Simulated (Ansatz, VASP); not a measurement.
# One calculation of Rb3RhW, two programs

```
CELL_PARAMETERS angstrom
5.24215 0.00000 0.00000
0.00000 5.24215 0.00000
0.00000 0.00000 5.24215
ATOMIC_POSITIONS crystal
Rb 0.00000 0.50000 0.50000
Rb 0.50000 0.00000 0.50000
Rb 0.50000 0.50000 0.00000
Rh 0.00000 0.00000 0.00000
W 0.50000 0.50000 0.50000
```

Alike in both runs: task relaxation of cell and atoms; functional PBE; k mesh 4 × 4 × 4; occupations gaussian, width 0.1 eV; no spin polarisation.

|  | VASP | Ansatz |
| --- | --- | --- |
| version | VASP 6.6.1 | Ansatz 0.2.0 |
| potentials or method | VASP PAW PBE potentials, release 64 (Rb_sv, Rh_pv, W_sv), cutoff 600 eV | scalar-relativistic, plane waves, PAW |
| valence electrons in the cell | 56 | 58 |

VASP gave:

```
gap on the k mesh at the Fermi level, each at its own relaxed structure (eV) : none
relaxed volume (Å³/atom)                                                     : 51.90
relaxed cell length with the largest relative difference (Å)                 : 6.378
```

Task: Which values does Ansatz return?

Result: gap on the k mesh at the Fermi level, each at its own relaxed structure (eV): none; relaxed volume (Å³/atom): 51.81; relaxed cell length with the largest relative difference (Å): 6.375.

A gap of «none» marks a metal or a gap that the smearing closes. VASP's potentials hold 56 valence electrons a cell and Ansatz's 58, so a difference there can come from the potentials and not from the codes.

Spin-orbit coupling is off throughout. Noted on VASP's run: the volume moved by over 15 % at a fixed basis, so the end points are rough.
